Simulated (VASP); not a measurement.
Input of a VASP 6.6.1 run:

Contents of INCAR:

```
PREC     = Accurate       # precision mode
ENCUT    = 520            # plane-wave cutoff, eV
EDIFF    = 1E-6           # SCF threshold, eV
ISMEAR   = 0              # smearing method
SIGMA    = 0.1            # smearing width, eV
LREAL    = F              # projectors in reciprocal space
LASPH    = T              # aspherical terms in the spheres
NELM     = 60             # most SCF steps
ALGO     = Normal         # electronic algorithm
ISIF     = 2              # what is computed and relaxed
LWAVE    = F              # write WAVECAR
LCHARG   = T              # write CHGCAR
GGA      = PE             # functional
LELF     = T              # ELF
LVHAR    = T            
NBANDS   = 26             # bands
```

File KPOINTS:

```
Automatic mesh
0
Gamma
  3 3 4
```

File POSCAR:

```
MgZr2H6
1.0
    6.2327391500      0.0000000000      0.0000000000
   -3.1163695700      5.3977104400      0.0000000000
    0.0000000000      0.0000000000      5.2355008900
Mg Zr H
1 2 6
Direct
    0.0000000000      0.0000000000      0.5000000000
    0.3333333300      0.6666666700      0.7500000000
    0.6666666700      0.3333333300      0.2500000000
    0.8333333300      0.6666666700      0.7500000000
    0.3333333300      0.1666666700      0.7500000000
    0.8333333300      0.1666666700      0.7500000000
    0.1666666700      0.3333333300      0.2500000000
    0.6666666700      0.8333333300      0.2500000000
    0.1666666700      0.8333333300      0.2500000000
```

Potentials or basis: VASP PAW PBE potentials, release 64 (Mg, Zr_sv, H).

Command:

```bash
$ cat potpaw_PBE.64/Mg/POTCAR potpaw_PBE.64/Zr_sv/POTCAR potpaw_PBE.64/H/POTCAR > POTCAR
$ mpirun -np 1 vasp_std > vasp.out
```

Q: Predict the largest force.

A: 0.287 eV/Å.

Q: Predict the band gap on the k mesh.

A: Zero (bands 16 and 17 overlap by 0.47 eV).

Q: Estimate the pressure.

A: -16.0 GPa.

Stress tensor (GPa, compression positive):
```
-16.34   0.00   0.00
  0.00 -16.34   0.00
  0.00   0.00 -15.36
```

Caveat: the k points lie up to 0.39 Å⁻¹ apart.
